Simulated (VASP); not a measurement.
Here is a VASP 6.6.1 calculation.

Contents of INCAR:

```
SYSTEM = HW4S8
  PREC = Accurate
  ENCUT = 520
  EDIFF = 1E-7
  ISMEAR = 0
  SIGMA = 0.02
  LREAL = .False.
  LASPH = .True.
  NELM = 80
  ALGO = Normal
  ISIF = 2
  LWAVE = .False.
  LCHARG = .True.
  GGA = PE
  LELF = .True.
  LVHAR = .True.
  NBANDS = 64
  NELECT = 104.0
```

Contents of KPOINTS:

```
regular mesh
0
Gamma
  3 3 3
  0 0 0
```

The input POSCAR:

```
HW4S8
1.0
    3.1877473260     -5.5213403304      0.0000000000
   -3.1877473260     -5.5213403304      0.0000000000
    0.0000000000     -3.6808935536     -7.4744493696
W S H
4 8 1
Direct
    0.5061543580      0.4893704054      0.9914682184
    0.0024468343      0.4891940075      0.9892648454
    0.5074865845     -0.0098414316      0.9896881542
    0.0087136796     -0.0079231472      0.9899996152
    0.9423424572      0.8880069086      0.7675022890
    0.4124440118      0.8909490010      0.7806945651
    0.9076958694      0.3936786553      0.7785596921
    0.4053531952      0.4024818886      0.7784048981
    0.7711495068      0.7537014489      0.1984884674
    0.2709942493      0.7538668996      0.2014284833
    0.7685699889      0.2518320447      0.2021954963
    0.2662499601      0.2525961176      0.2001251097
    0.6940977899      1.0854540903      0.7410478988
```

Potentials or basis: VASP PAW PBE potentials, release 64 (W_sv, S, H).

Command:

```sh
$ cat potpaw_PBE.64/W_sv/POTCAR potpaw_PBE.64/S/POTCAR potpaw_PBE.64/H/POTCAR > POTCAR
$ mpirun -np 1 vasp_std > vasp.out
```

**Question.** What does it give for the largest force?

**Answer.** 0.269 eV/Å.

Forces on the atoms (eV/Å):
```
W   -0.008 -0.025  0.009
W   -0.002 -0.032 -0.019
W    0.005 -0.020  0.008
W    0.000 -0.030 -0.014
S   -0.076  0.025  0.013
S   -0.010 -0.015  0.014
S   -0.005 -0.028 -0.009
S    0.034 -0.026  0.012
S   -0.008 -0.021  0.003
S   -0.014 -0.030  0.004
S   -0.008 -0.026  0.005
S    0.006 -0.027  0.001
H    0.085  0.254 -0.028
```

Caveat: the cell carries a net charge on a neutralising background, which shifts energy and pressure.
